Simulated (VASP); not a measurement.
Runs of VASP 6.6.1 on Sn. The structure is that of space group Fd-3m (No. 227), or close to it. The cells are those of the table. 

| cell | gap on the mesh (eV) | pressure (GPa) |
| --- | --- | --- |
| a = 4.139 Å, angles 60.0°, 2 atoms | - | (a) |
| a = 4.333 Å, angles 60.0°, 2 atoms | 0.29 | 16.1 |
| a = 4.511 Å, angles 60.0°, 2 atoms | none | 6.1 |
| a = 3.553 Å, angles 60.0°, 2 atoms | none | 221.0 |
| a = 3.926 Å, angles 60.0°, 2 atoms | none | (b) |

Alike in all rows: task single point; level PBE; potentials or basis VASP PAW PBE potentials, release 64 (Sn_d); no spin polarisation; k mesh 10 × 10 × 10; cutoff (eV) 520; smearing fermi-dirac 0.08 eV.

Fill in the values left out.

(a) 34.8; (b) 71.6.

Caveats: spin-orbit coupling is left out, which moves the levels of the heavy elements.

A k mesh can miss the band edges, and the runs leave out spin-orbit coupling on Sn.

A gap of «none» marks levels without a gap at the run's occupations.
